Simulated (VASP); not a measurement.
PbSe (Clausthalite):

```xyz
2
Lattice="0.0000 3.0697 3.1836 3.0697 0.0000 3.1836 3.0697 3.0697 0.0000" Properties=species:S:1:pos:R:3 pbc="T T T"
Pb    0.0000    0.0000    0.0000
Se    3.0697    3.0697    3.1836
```

This cell differs from its parent crystal: uniaxial z strain +3.7%.

Base run:

* Program: VASP 6.6.1
* Functional: r2SCAN
* Potentials or basis: VASP PAW PBE potentials, release 64 (Pb_d, Se)
* Cutoff: 520 eV
* k mesh: 8 × 8 × 8
* Occupations: gaussian, width 0.01 eV
* Spin: no spin polarisation

Its results: band gap on the k mesh 0.69 eV, direct; pressure -0.7 GPa.

The run is repeated on the same cell with these changes: functional from r2SCAN to PBE; occupations from gaussian, width 0.01 eV to fermi-dirac, width 0.02 eV. What comes out?

Band gap on the k mesh 0.40 eV, direct; pressure 0.2 GPa.

Caveats: spin-orbit coupling is left out, which moves the levels of the heavy elements; the PAW data sets were made with another functional, which shifts forces and pressure a little (some runs).

A k mesh can miss the band edges.
